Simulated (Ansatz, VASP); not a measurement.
One calculation of CuMoH6, two programs

```xyz
8
Lattice="4.0756 0.0000 0.0000 0.0000 4.0756 0.0000 0.0000 0.0000 4.0756" Properties=species:S:1:pos:R:3 pbc="T T T"
Cu    2.0378    2.0378    2.0378
H     3.6322    2.0378    2.0378
H     0.4435    2.0378    2.0378
H     2.0378    3.6322    2.0378
H     2.0378    0.4435    2.0378
H     2.0378    2.0378    3.6322
H     2.0378    2.0378    0.4435
Mo    0.0000    0.0000    0.0000
```

Alike in both runs: functional PBE; k mesh 4 × 4 × 4; occupations gaussian, width 0.1 eV; no spin polarisation.

Ansatz relaxed the structure, and its values are those at the end. VASP's run is a single point on that final structure, the one shown.

|  | VASP | Ansatz |
| --- | --- | --- |
| version | VASP 6.6.1 | Ansatz 0.2.0 |
| potentials or method | VASP PAW PBE potentials, release 64 (Cu, H, Mo_sv), cutoff 520 eV | scalar-relativistic, plane waves, PAW |
| valence electrons in the cell | 31 | 39 |

```tsv
	VASP	Ansatz	Ansatz less VASP
gap on the k mesh at the Fermi level (eV)	none	none	-
pressure (GPa)	0.0	0.1	+0.05
rms of the force components (eV/Å)	0.046	0.011	-0.0345
```

A gap of «none» marks a metal or a gap that the smearing closes. VASP's potentials hold 31 valence electrons a cell and Ansatz's 39, so a difference there can come from the potentials and not from the codes.

The k mesh is coarse, so the values compare programs but aren't converged.
